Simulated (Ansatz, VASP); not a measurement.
**BAs: VASP beside Ansatz**

```xyz
2
Lattice="0.0000 2.3919 2.3919 2.3919 0.0000 2.3919 2.3919 2.3919 0.0000" Properties=species:S:1:pos:R:3 pbc="T T T"
B     0.0000    0.0000    0.0000
As    1.1959    1.1959    1.1959
```

Alike in both runs: task single point; functional PBE-based screened hybrid with a share of 0.75 of exact exchange and HFSCREEN = 0.3; k mesh 4 × 4 × 4; no spin polarisation.

|  | VASP | Ansatz |
| --- | --- | --- |
| version | VASP 6.6.1 | Ansatz 0.2.0 |
| potentials or method | VASP PAW PBE potentials, release 64 (B, As) | plane waves |
| plane-wave cutoff (eV) | 520 | 420 |
| occupations | gaussian, width 0.01 eV | fixed |
| valence electrons in the cell | 8 | 18 |

|  | VASP | Ansatz | Ansatz less VASP |
| --- | --- | --- | --- |
| gap on the k mesh at the Fermi level (eV) | 3.09 | 3.01 | -0.079 |
| pressure (GPa) | -7.0 | -5.1 | +1.90 |

VASP's potentials were made for PBE, not for PBE-based screened hybrid. VASP's potentials hold 8 valence electrons a cell and Ansatz's 18, so a difference there can come from the potentials and not from the codes. Ansatz's warnings: stress exchange threshold loose, stress scf threshold loose.

The k mesh is coarse, so the values compare programs but aren't converged.
